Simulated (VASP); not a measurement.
# Au (P6_3/mmc) in VASP: notebook

Au is run at these levels: PBEsol; tasks: single point, relaxation of cell and atoms.

All numbers are computed with VASP 6.6.1; they aren't measurements. Logs are shortened: lines on timing, memory, paths and dates and some standing lists are left out, and cuts for length are marked.

**1. The cell of the first run**

Symmetry: P6_3/mmc, No. 194, hexagonal system. The conventional cell has a = 2.552 Å, b = 2.552 Å, c = 8.434 Å, α = 90.00°, β = 90.00°, γ = 120.00°. Within 3.4 Å of Au (site symmetry -3m) lie 12 Au at 2.55 to 2.57 Å. Within 3.4 Å of Au (site symmetry -6m2) lie 12 Au at 2.55 to 2.57 Å.

This isn't the form of Au at room conditions, which is fcc.

**2. Single point, PBEsol**

INCAR reads:

```
PREC     = Accurate       # precision mode
ENCUT    = 500            # plane-wave cutoff, eV
EDIFF    = 1E-6           # SCF threshold, eV
ISMEAR   = -1             # smearing method
SIGMA    = 0.08           # smearing width, eV
LREAL    = F              # projectors in reciprocal space
LASPH    = T              # aspherical terms in the spheres
NELM     = 120            # most SCF steps
ALGO     = Normal         # electronic algorithm
ISIF     = 2              # what is computed and relaxed
LWAVE    = F              # write WAVECAR
LCHARG   = T              # write CHGCAR
GGA      = PS             # functional
LELF     = T              # ELF
LVHAR    = T            
NBANDS   = 30             # bands
GGA_COMPAT= F
```

KPOINTS reads:

```
Automatic mesh
0
Gamma
  14 14 4
```

POSCAR reads:

```
Au
1.0
    2.5520812118      0.0000000000      0.0000000000
   -1.2760406059      2.2101671620      0.0000000000
    0.0000000000      0.0000000000      8.4341092705
Au
4
Direct
    0.0000000000      0.0000000000      0.0000000000
    0.0000000000      0.0000000000      0.5000000000
    0.3333333333      0.6666666667      0.2500000000
    0.6666666667      0.3333333333      0.7500000000
```

Potentials or basis: VASP PAW PBE potentials, release 64 (Au).

Run with:

```console
$ cat potpaw_PBE.64/Au/POTCAR > POTCAR
$ mpirun -np 1 vasp_std > vasp.out
```

OUTCAR:

```text
PREC = Accurate
   ENCUT = 500
   EDIFF = 1E-6
   ISMEAR = -1
   LREAL = F
   LASPH = T
   NELM = 120
   ISIF = 2
   GGA = PS

 ion  position               nearest neighbor table
   1  0.000  0.000  0.000-   3 2.57   4 2.57   4 2.57   3 2.57   4 2.57   3 2.57
   2  0.000  0.000  0.500-   3 2.57   4 2.57   4 2.57   3 2.57   4 2.57   3 2.57
   3  0.333  0.667  0.250-   1 2.57   2 2.57   1 2.57   2 2.57   1 2.57   2 2.57
   4  0.667  0.333  0.750-   1 2.57   2 2.57   1 2.57   2 2.57   1 2.57   2 2.57

  LATTYP: Found a hexagonal cell.
 ALAT       =     2.5520812118
 C/A-ratio  =     3.3047965839

  Lattice vectors:

 A1 = (   2.5520812118,   0.0000000000,   0.0000000000)
 A2 = (  -1.2760406059,   2.2101671620,   0.0000000000)
 A3 = (   0.0000000000,   0.0000000000,   8.4341092705)

Analysis of symmetry for initial positions (statically):
=====================================================================
 Subroutine PRICEL returns:
 Original cell was already a primitive cell.

 Routine SETGRP: Setting up the symmetry group for a
 hexagonal supercell.

 Subroutine GETGRP returns: Found 24 space group operations
 (whereof 12 operations were pure point group operations)
 out of a pool of 24 trial point group operations.

The static configuration has the point symmetry D_3d.
 The point group associated with its full space group is D_6h.

Analysis of symmetry for dynamics (positions and initial velocities):
=====================================================================
 Subroutine PRICEL returns:
 Original cell was already a primitive cell.

 Routine SETGRP: Setting up the symmetry group for a
 hexagonal supercell.

 Subroutine GETGRP returns: Found 24 space group operations
 (whereof 12 operations were pure point group operations)
 out of a pool of 24 trial point group operations.

The dynamic configuration has the point symmetry D_3d.
 The point group associated with its full space group is D_6h.

 Subroutine INISYM returns: Found 24 space group operations
 (whereof 12 operations are pure point group operations),
 and found     1 'primitive' translations

----------------------------------------------------------------------------------------

                                     Primitive cell

  volume of cell :      47.5728

  direct lattice vectors                    reciprocal lattice vectors
     2.552081212  0.000000000  0.000000000     0.391837060  0.226227232  0.000000000
    -1.276040606  2.210167162  0.000000000     0.000000000  0.452454465  0.000000000
     0.000000000  0.000000000  8.434109271     0.000000000  0.000000000  0.118566166

  length of vectors
     2.552081212  2.552081212  8.434109271     0.452454465  0.452454465  0.118566166

  position of ions in fractional coordinates (direct lattice)
     0.000000000  0.000000000  0.000000000
     0.000000000  0.000000000  0.500000000
     0.333333333  0.666666667  0.250000000
     0.666666667  0.333333333  0.750000000

  ion indices of the primitive-cell ions
   primitive index   ion index
                 1           1
                 2           2
                 3           3
                 4           4

----------------------------------------------------------------------------------------

 KPOINTS: Automatic mesh

Automatic generation of k-mesh.
 Grid dimensions read from file:
 generate k-points for:   14   14    4

 Generating k-lattice:

  Cartesian coordinates                     Fractional coordinates (reciprocal lattice)
     0.027988361  0.016159088  0.000000000     0.071428571 -0.000000000  0.000000000
     0.000000000  0.032318176  0.000000000     0.000000000  0.071428571  0.000000000
     0.000000000  0.000000000  0.029641542     0.000000000  0.000000000  0.250000000

  Length of vectors
     0.032318176  0.032318176  0.029641542

  Shift w.r.t. Gamma in fractional coordinates (k-lattice)
     0.000000000  0.000000000  0.000000000

 Subroutine IBZKPT returns following result:
 ===========================================

 Found     72 irreducible k-points:

 Following reciprocal coordinates:
            Coordinates               Weight
  0.000000  0.000000  0.000000      1.000000
  0.071429  0.000000  0.000000      6.000000
  0.142857  0.000000  0.000000      6.000000
  0.214286  0.000000  0.000000      6.000000
  0.285714  0.000000  0.000000      6.000000
  0.357143  0.000000  0.000000      6.000000
[... 16 lines left out ...]
  0.285714  0.285714  0.000000      6.000000
  0.357143  0.285714  0.000000      6.000000
 [... further k-points ...]
   k-points           NKPTS =     72   k-points in BZ     NKDIM =     72   number of bands    NBANDS=     30
   number of dos      NEDOS =    301   number of ions     NIONS =      4
   total plane-waves  NPLWV =  25600
   dimension x,y,z NGX =    20 NGY =   20 NGZ =   64
   dimension x,y,z NGXF=    40 NGYF=   40 NGZF=  128
   ions per type =               4
   NGX,Y,Z   is equivalent  to a cutoff of  13.03, 13.03, 12.62 a.u.
   NGXF,Y,Z  is equivalent  to a cutoff of  26.06, 26.06, 25.23 a.u.
 SYSTEM =  unknown system
   PREC   = accura    normal or accurate (medium, high low for compatibility)
   ISTART =      0    job   : 0-new  1-cont  2-samecut
   ICHARG =      2    charge: 1-file 2-atom 10-const
   ISPIN  =      1    spin polarized calculation?
   LNONCOLLINEAR =      F non collinear calculations
   LSORBIT =      F    spin-orbit coupling
   LASPH  =      T    aspherical Exc in radial PAW
   ENCUT  =  500.0 eV  36.75 Ry    6.06 a.u.   4.65  4.65 15.38*2*pi/ulx,y,z
   NELM   =    120;   NELMIN=  2; NELMDL= -5     # of ELM steps
   EDIFF  = 0.1E-05   stopping-criterion for ELM
   LREAL  =      F    real-space projection
[... 7 lines left out ...]
   TEBEG  =    0.0;   TEEND  =   0.0 temperature during run
   PSTRESS=    0.0 pullay stress
   NELECT =      44.0000    total number of electrons
   NUPDOWN=      -1.0000    fix difference up-down
   EMIN   =  10.00;   EMAX   =-10.00  energy-range for DOS
   EFERMI =   0.00;   METHOD = LEGACY
   ISMEAR =    -1;   SIGMA  =   0.08  broadening in eV -4-tet -1-fermi 0-gaus
   EFERMI_NEDOS =   21; number of points for ismear=-14 and -15
   IALGO  =     38    algorithm
   IMIX   =      4    mixing-type and parameters
     AMIX     =   0.40;   BMIX     =  1.00
     AMIX_MAG =   1.60;   BMIX_MAG =  1.00
  volume/ion in A,a.u.               =      11.89        80.26
  Fermi-wavevector in a.u.,A,eV,Ry     =   1.595044  3.014197 34.615489  2.544167
  Thomas-Fermi vector in A             =   2.693024
   LORBIT       =      0    0 simple, 1 ext, 2 COOP (PROOUT), +10 PAW based schemes
   GGA     = PS    functional components
   LHFCALC =     F    Hartree Fock is set to
   AEXX    =    0.0000 exact exchange contribution
   IVDW    =     0    specifies the selected vdW correction
   LEPSILON=     F    determine dielectric tensor
   LRPA    =     F    only Hartree local field effects (RPA)
 non-spin polarized calculation
  energy-cutoff  :      500.00
  volume of cell :       47.57
 maximum number of plane-waves:      1231
 NGX is ok and might be reduce to    20

 number of electron      44.0000003 magnetization

 Free energy of the ion-electron system (eV)
  ---------------------------------------------------
  ext. energy  EPLUGINS =         0.00000000
  ---------------------------------------------------
  free energy    TOTEN  =        -8.26568665 eV

  energy without entropy =       -8.24237175  energy(sigma->0) =       -8.25402920

 E-fermi :  16.9088     XC(G=0): -15.1014

 val. band max:       16.8265201248   @ k =   0.3571   0.1429   0.2500
 cond. band min:      16.9243919481   @ k =   0.5000   0.0000   0.5000
 fundamental gap:      0.0978718233
 Fermi energy:        16.9088007712

 k-point     1 :       0.0000    0.0000    0.0000
  band No.  band energies     occupation
      1       2.2144      2.00000
      2       4.5215      2.00000
      3       4.5352      2.00000
      4       5.0885      2.00000
      5       9.0237      2.00000
      6       9.0517      2.00000
[... 22 lines left out ...]
     29      31.3691      0.00000
     30      31.8570      0.00000

 k-point     2 :       0.0714    0.0000    0.0000
  band No.  band energies     occupation
      1       2.4420      2.00000
      2       4.7409      2.00000
      3       4.7552      2.00000
      4       5.2916      2.00000
      5       8.7102      2.00000
      6       8.8840      2.00000
[... 22 lines left out ...]
     29      31.6972      0.00000
     30      32.0782      0.00000

 k-point     3 :       0.1429    0.0000    0.0000
  band No.  band energies     occupation
      1       3.0900      2.00000
      2       5.3177      2.00000
      3       5.3359      2.00000
      4       5.8331      2.00000
      5       8.1543      2.00000
      6       8.4819      2.00000
[... 22 lines left out ...]
     29      32.1737      0.00000
     30      32.6138      0.00000

 k-point     4 :       0.2143    0.0000    0.0000
  band No.  band energies     occupation
      1       4.0324      2.00000
      2       5.8822      2.00000
      3       5.9258      2.00000
      4       6.4458      2.00000
      5       7.7083      2.00000
      6       8.0173      2.00000
[... 22 lines left out ...]
     29      32.0705      0.00000
     30      32.1555      0.00000

 k-point     5 :       0.2857    0.0000    0.0000
  band No.  band energies     occupation
      1       4.9558      2.00000
      2       5.9591      2.00000
      3       5.9824      2.00000
      4       6.5523      2.00000
      5       7.4686      2.00000
      6       7.5418      2.00000
[... 22 lines left out ...]
     29      31.5669      0.00000
     30      31.6351      0.00000
[... 526 lines left out ...]
     29      26.4405      0.00000
     30      28.3895      0.00000

 k-point    22 :       0.3571    0.2143    0.0000
  band No.  band energies     occupation
      1       6.1352      2.00000
      2       6.2846      2.00000
      3       6.9391      2.00000
      4       7.3420      2.00000
      5       7.7923      2.00000
      6       7.9028      2.00000
[... 22 lines left out ...]
     29      27.4038      0.00000
     30      27.8156      0.00000

 k-point    23 :       0.2857    0.2857    0.0000
  band No.  band energies     occupation
      1       6.6296      2.00000
      2       6.7188      2.00000
      3       6.8653      2.00000
      4       7.3929      2.00000
      5       7.7767      2.00000
      6       7.9011      2.00000
[... 22 lines left out ...]
     29      26.1487      0.00000
     30      26.1601      0.00000

 k-point    24 :       0.3571    0.2857    0.0000
  band No.  band energies     occupation
      1       6.6535      2.00000
      2       6.9046      2.00000
      3       7.1947      2.00000
      4       7.3454      2.00000
      5       7.5621      2.00000
      6       7.6824      2.00000
[... 22 lines left out ...]
     29      25.4088      0.00000
     30      28.2550      0.00000

 [... further k-points ...]

------------------------ aborting loop because EDIFF is reached ----------------------------------------

  FORCE on cell =-STRESS in cart. coord.  units (eV):
  Direction    XX          YY          ZZ          XY          YZ          ZX
  --------------------------------------------------------------------------------------
  -------------------------------------------------------------------------------------
  Total       50.6402814     50.6402814     50.6914453      0.0000000      0.0000000      0.0000000
  in kB     1705.4848149   1705.4848150   1707.2079356      0.0000000      0.0000000      0.0000000
  external PRESSURE =    1706.0591885 kB  Pullay stress =       0.0000000 kB

 VOLUME and BASIS-vectors are now :
 -----------------------------------------------------------------------------
  energy-cutoff  :      500.00
  volume of cell :       47.57
      direct lattice vectors                 reciprocal lattice vectors
     2.552081212  0.000000000  0.000000000     0.391837060  0.226227232  0.000000000
    -1.276040606  2.210167162  0.000000000     0.000000000  0.452454465  0.000000000
     0.000000000  0.000000000  8.434109271     0.000000000  0.000000000  0.118566166

 POSITION                                       TOTAL-FORCE (eV/Angst)
 -----------------------------------------------------------------------------------
      0.00000      0.00000      0.00000        -0.000000      0.000000      0.000000
      0.00000      0.00000      4.21705        -0.000000      0.000000      0.000000
     -0.00000      1.47344      2.10853         0.000000     -0.000000     -0.000000
      1.27604      0.73672      6.32558         0.000000      0.000000      0.000000
 -----------------------------------------------------------------------------------
    total drift:                                0.000000     -0.000000      0.000000

  FREE ENERGIE OF THE ION-ELECTRON SYSTEM (eV)
  ---------------------------------------------------
  free  energy   TOTEN  =        -8.2656866486 eV

  energy  without entropy=       -8.2423717538  energy(sigma->0) =       -8.25402920
```

It took 35 s on 1 thread of Intel Xeon 6975P-C (Granite Rapids), shared host; peak memory 0.21 GiB.

Results:

```
Free energy            : -8.2657 eV
Pressure               : 170.6 GPa
Band gap on the k mesh : zero (bands 22 and 23 overlap by 6.58 eV)
```

Levels at points of the mesh, in eV from the Fermi level:
```
           k point  band 18  band 19  band 20  band 21  band 22  band 23  band 24  band 25  band 26  band 27
(0.00, 0.00, 0.00)    -4.39    -4.39    -3.73    -3.73    -3.25    -2.64    -2.64     5.07    11.60    12.80
(0.50, 0.00, 0.00)    -2.19    -2.01    -1.97    -1.97    -1.33     1.52     1.90     5.84     5.90     7.24
(0.00, 0.00, 0.50)    -4.80    -4.80    -4.80    -3.13    -3.13    -3.13    -3.13     8.29     8.29    12.97
(0.50, 0.00, 0.50)    -2.30    -2.00    -2.00     0.02     0.02     1.29     1.29     5.92     5.92     7.57
```

Caveat: the cell stands under pressure; the PAW data sets were made with another functional, which shifts forces and pressure a little; spin-orbit coupling is left out, which moves the levels of the heavy elements.

**3. Single point, PBEsol**

INCAR reads:

```
PREC     = Accurate       # precision mode
ENCUT    = 500            # plane-wave cutoff, eV
EDIFF    = 1E-6           # SCF threshold, eV
ISMEAR   = -1             # smearing method
SIGMA    = 0.08           # smearing width, eV
LREAL    = False          # projectors in reciprocal space
LASPH    = True           # aspherical terms in the spheres
NELM     = 120            # most SCF steps
ALGO     = Normal         # electronic algorithm
ISIF     = 2              # what is computed and relaxed
LWAVE    = False          # write WAVECAR
LCHARG   = False          # write CHGCAR
GGA      = PS             # functional
NBANDS   = 30             # bands
GGA_COMPAT= False
```

KPOINTS reads:

```
regular mesh
0
Gamma
  14 14 4
```

Changes to POSCAR since step 2:

```diff
@@ -4,3 +4,3 @@
    -1.2760406059      2.2101671620      0.0000000000
-    0.0000000000      0.0000000000      8.4341092705
+    0.0000000000      0.0000000000      8.4341092706
 Au
```

Potentials or basis: VASP PAW PBE potentials, release 64 (Au).

Run with:

```console
$ cat potpaw_PBE.64/Au/POTCAR > POTCAR
$ mpirun -np 1 vasp_std > vasp.out
```

It took 42 s on 1 thread of Intel Xeon 6975P-C (Granite Rapids), shared host; peak memory 0.21 GiB.

The run converged. Its results:

| Quantity | Value |
| --- | --- |
| Free energy | -8.2657 eV |
| Pressure | 170.6 GPa |
| Band gap on the k mesh | zero (bands 22 and 23 overlap by 6.58 eV) |

Stress tensor (GPa, compression positive):
```
170.55   0.00   0.00
  0.00 170.55   0.00
  0.00   0.00 170.72
```

Levels at points of the mesh, in eV from the Fermi level:
| k point | band 18 | band 19 | band 20 | band 21 | band 22 | band 23 | band 24 | band 25 | band 26 | band 27 |
| --- | --- | --- | --- | --- | --- | --- | --- | --- | --- | --- |
| (0.00, 0.00, 0.00) | -4.39 | -4.39 | -3.73 | -3.73 | -3.25 | -2.64 | -2.64 | 5.07 | 11.60 | 12.80 |
| (0.50, 0.00, 0.00) | -2.19 | -2.01 | -1.97 | -1.97 | -1.33 | 1.52 | 1.90 | 5.84 | 5.90 | 7.24 |
| (0.00, 0.00, 0.50) | -4.80 | -4.80 | -4.80 | -3.13 | -3.13 | -3.13 | -3.13 | 8.29 | 8.29 | 12.97 |
| (0.50, 0.00, 0.50) | -2.30 | -2.00 | -2.00 | 0.02 | 0.02 | 1.29 | 1.29 | 5.92 | 5.92 | 7.57 |

Caveat: the cell stands under pressure; the PAW data sets were made with another functional, which shifts forces and pressure a little; spin-orbit coupling is left out, which moves the levels of the heavy elements.

**4. Relaxation of cell and atoms, PBEsol, target pressure 170 GPa, at which the enthalpy is minimised**

This run uses another cell than the first one: it holds 2 atoms, not 4.

INCAR reads:

```
  PREC = Accurate
  ENCUT = 500
  EDIFF = 1E-7
  ISMEAR = -1
  SIGMA = 0.08
  LREAL = False
  LASPH = True
  NELM = 120
  ALGO = Normal
  ISIF = 3
  LWAVE = False
  LCHARG = False
  GGA = PS
  IBRION = 2
  NSW = 60
  EDIFFG = -0.005
  PSTRESS = 1700.0
  GGA_COMPAT = False
  NELMIN = 4
```

KPOINTS reads:

```
regular mesh
0
Gamma
  17 17 9
```

POSCAR reads:

```
Au
1.0
    2.5674044570      0.0000000000      0.0000000000
   -1.2837022285      2.2234374816      0.0000000000
    0.0000000000      0.0000000000      4.1591952204
Au
2
Direct
    0.3333333333      0.6666666667      0.2500000000
    0.6666666667      0.3333333333      0.7500000000
```

Run with:

```console
$ cat potpaw_PBE.64/Au/POTCAR > POTCAR
$ mpirun -np 1 vasp_std > vasp.out
```

Wall time 2.5 min (1 thread of Intel Xeon 6975P-C (Granite Rapids), shared host); peak memory 0.18 GiB.

Results (log left out):

* Free energy: -4.1536 eV
* Relaxed volume: 11.90 Å³/atom
* Relaxed cell: a = 2.553 Å, b = 2.553 Å, c = 4.218 Å, α = 90.00°, β = 90.00°, γ = 120.00°
* Space group after relaxing (to 0.1 Å): P6_3/mmc (No. 194)
* Energy change on relaxing (the run minimises the enthalpy): -39.6 meV/atom
* Ionic steps: 12
* Pressure after relaxing: 170.0 GPa
* Band gap on the k mesh: zero (bands 11 and 12 overlap by 8.26 eV)

The path:
| step | energy change (eV) | largest force (eV/Å) | pressure (GPa) | volume (Å³) |
| --- | --- | --- | --- | --- |
| 1 | 0.0000 | 0.0000 | 172.61 | 23.74 |
| 2 | -0.6370 | 0.0000 | 148.80 | 24.39 |
| 3 | -0.2154 | 0.0000 | 164.88 | 23.94 |
| 4 | 0.7037 | 0.0000 | 198.46 | 23.16 |
| 5 | -0.0947 | 0.0000 | 169.43 | 23.82 |
| 6 | -0.0905 | 0.0000 | 169.59 | 23.81 |
| 7 | -0.0879 | 0.0000 | 169.69 | 23.81 |
| 8 | -0.0493 | 0.0000 | 171.11 | 23.78 |
| 9 | -0.0783 | 0.0000 | 170.06 | 23.80 |
| 10 | -0.0771 | 0.0000 | 170.09 | 23.80 |
| 11 | -0.0867 | 0.0000 | 169.73 | 23.81 |
| 12 | -0.0792 | 0.0000 | 170.00 | 23.80 |

Final structure:
```
CELL_PARAMETERS angstrom
2.55273 0.00000 0.00000
-1.27637 2.21073 0.00000
0.00000 0.00000 4.21801
ATOMIC_POSITIONS crystal
Au 0.33333 0.66667 0.25000
Au 0.66667 0.33333 0.75000
```

Levels at points of the mesh, in eV from the Fermi level:
```tsv
k point	band 9	band 10	band 11	band 12	band 13	band 14
(0.00, 0.00, 0.00)	-5.52	-3.16	-2.84	-2.84	5.09	13.26
```

Caveat: the cell is relaxed towards a set pressure, so the run minimises the enthalpy, not the energy; the PAW data sets were made with another functional, which shifts forces and pressure a little; spin-orbit coupling is left out, which moves the levels of the heavy elements.

(Continued in part 2 of 2.)

The gap in the log of VASP goes by the Fermi energy; the results here count the filled bands.